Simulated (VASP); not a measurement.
A run of VASP 6.6.1:

File INCAR:

```
SYSTEM = BN
  ALGO = Normal
  EDIFF = 1E-6
  ENCUT = 520
  GGA = PE
  ISIF = 2
  ISMEAR = -1
  IVDW = 12
  LASPH = .True.
  LCHARG = .False.
  LREAL = .False.
  LWAVE = .False.
  NBANDS = 11
  NELM = 60
  PREC = Accurate
  SIGMA = 0.05
```

File KPOINTS:

```
k-points
0
Gamma
  13 13 13
  0 0 0
```

File POSCAR:

```
BN
1.0
    0.0000000000      1.8032610309      1.8032610309
    1.8032610309      0.0000000000      1.8032610309
    1.8032610309      1.8032610309      0.0000000000
N B
1 1
Direct
    0.2500000000      0.2500000000      0.2500000000
    0.0000000000      0.0000000000      0.0000000000
```

Potentials or basis: VASP PAW PBE potentials, release 64 (N, B).

Run with:

```sh
$ cat potpaw_PBE.64/N/POTCAR potpaw_PBE.64/B/POTCAR > POTCAR
$ mpirun -np 1 vasp_std > vasp.out
```

Hardware: 1 thread of AMD EPYC 7R13 Processor (Zen 3) (shared host).

Question: How long does it take, and how much memory?

Answer: Run time: 7.5 s on 1 thread of AMD EPYC 7R13 Processor (Zen 3) (shared host), peak memory 0.11 GiB. Counts: scf iterations 12, k points 84.
